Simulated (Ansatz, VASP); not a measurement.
**RbIr: VASP beside Ansatz**

```
Rb Ir
1.0
     3.87252    0.00000    0.00000
     0.00000    3.87252    0.00000
     0.00000    0.00000    3.87252
Rb Ir
1 1
Direct
  0.00000 0.00000 0.00000
  0.50000 0.50000 0.50000
```

Alike in both runs: functional PBE; k mesh 9 × 9 × 9; occupations fermi-dirac, width 0.05 eV; non-collinear spin, spin-orbit coupling.

Ansatz relaxed the structure, and its values are those at the end. VASP's run is a single point on that final structure, the one shown.

|  | VASP | Ansatz |
| --- | --- | --- |
| version | VASP 6.6.1 | Ansatz 0.2.0 |
| potentials or method | VASP PAW PBE potentials, release 64 (Rb_sv, Ir), cutoff 520 eV | all-electron LAPW |

```csv
,VASP,Ansatz,Ansatz less VASP
pressure (GPa),0.1,0.0,-0.07
```

Ansatz ran all-electron here, and VASP with PAW potentials.
